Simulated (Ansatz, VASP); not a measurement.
BPb2 in VASP and in Ansatz

```
CELL_PARAMETERS angstrom
3.63793 0.00000 0.00000
-1.81896 3.15054 0.00000
0.00000 0.00000 13.03986
ATOMIC_POSITIONS crystal
B 0.33333 0.66667 0.25000
B 0.66667 0.33333 0.75000
Pb 0.33333 0.66667 0.63128
Pb 0.66667 0.33333 0.13128
Pb 0.33333 0.66667 0.86872
Pb 0.66667 0.33333 0.36872
```

Alike in both runs: functional r2SCAN; k mesh 6 × 6 × 2; occupations gaussian, width 0.1 eV; no spin polarisation.

Ansatz relaxed the structure, and its values are those at the end. VASP's run is a single point on that final structure, the one shown.

```csv
,VASP,Ansatz
version,VASP 6.6.1,Ansatz 0.2.0
potentials or method,"VASP PAW PBE potentials, release 64 (B, Pb_d), cutoff 520 eV","scalar-relativistic, plane waves, PAW"
valence electrons in the cell,62,62
```

```csv
,VASP,Ansatz,Ansatz less VASP
gap on the k mesh at the Fermi level (eV),none,none,-
pressure (GPa),0.2,0.1,-0.04
rms of the force components (eV/Å),0.008,0.000,-0.0075
```

VASP's potentials were made for PBE, not for r2SCAN. A gap of «none» marks a metal or a gap that the smearing closes.

Spin-orbit coupling is off throughout.
